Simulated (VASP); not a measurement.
Runs of VASP 6.6.1 on ZrO2 (Cubic zirconia). The structure is that of space group Fm-3m (No. 225), or close to it. The cells are those of the table. 

```csv
cell,gap on the mesh (eV),pressure (GPa)
"a = 3.561 Å, angles 60.0°, 3 atoms",(b),4.7
"a = 3.632 Å, angles 60.0°, 3 atoms",3.21,-9.8
"a = 3.537 Å, angles 60.0°, 3 atoms",3.42,10.6
"a = 3.655 Å, angles 60.0°, 3 atoms",3.16,(a)
"a = 3.512 Å, angles 60.0°, 3 atoms",3.47,17.2
"a = 3.585 Å, angles 60.0°, 3 atoms",(c),-0.7
"a = 3.609 Å, angles 60.0°, 3 atoms",3.26,-5.4
```

Alike in all rows: task single point; level PBEsol; potentials or basis VASP PAW PBE potentials, release 64 (Zr_sv, O); no spin polarisation; k mesh 6 × 6 × 6; cutoff (eV) 600; smearing gaussian 0.01 eV.

Question: Fill in the values left out.

Answer: (a) -13.6; (b) 3.37; (c) 3.31.

Caveats: the PAW data sets were made with another functional, which shifts forces and pressure a little.

A k mesh can miss the band edges, and the runs leave out spin-orbit coupling on Zr.
